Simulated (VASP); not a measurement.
Write the native input for VASP 6.6.1 that does the following.

```
Task                   : single point
Functional             : LDA
Potentials or basis    : VASP PAW LDA potentials, release 64 (Zr_sv)
Cutoff                 : 520 eV
k mesh                 : 12 × 12 × 1
Occupations            : gaussian, width 0.1 eV
Spin                   : no spin polarisation
Dipole correction      : yes
Further INCAR settings : ALGO = Fast; EDIFF = 1e-06; NBANDS = 38
```

The structure of Zr lies in POSCAR:

```
Zr
1.0
    3.1427549199      0.0000000000      0.0000000000
   -1.5713774599      2.7217055985      0.0000000000
    0.0000000000      0.0000000000     25.1832818545
Zr
5
Direct
    0.3333333333      0.6666666667      0.2978166247
    0.6666666667      0.3333333333      0.3989083123
    0.3333333333      0.6666666667      0.5000000000
    0.6666666667      0.3333333333      0.6010916877
    0.3333333333      0.6666666667      0.7021833753
```

One way to write it, as run:

INCAR

```
SYSTEM = Zr
ALGO = Fast ; DIPOL = 0.5 0.5 0.500
EDIFF = 1E-6 ; ENCUT = 520
GGA = CA ; IDIPOL = 3
ISIF = 2 ; ISMEAR = 0
LASPH = .True. ; LCHARG = .False.
LDIPOL = .True. ; LREAL = .False.
LWAVE = .False. ; NBANDS = 38
NELM = 100 ; PREC = Accurate
SIGMA = 0.1
```

KPOINTS

```
k-points
0
Gamma
  12 12 1
  0 0 0
```

Potentials or basis: VASP PAW LDA potentials, release 64 (Zr_sv).

Launch:

```bash
$ cat potpaw_LDA.64/Zr_sv/POTCAR > POTCAR
$ mpirun -np 1 vasp_std > vasp.out
```

It gave:

```yaml
Largest_force: 0.637 eV/Å
Band_gap_on_the_k_mesh: zero (bands 30 and 31 overlap by 1.22 eV)
```

It took 2.8 min on 1 thread of Intel(R) Xeon(R) 6975P-C (Granite Rapids) (shared host), peak memory 0.3 GiB.
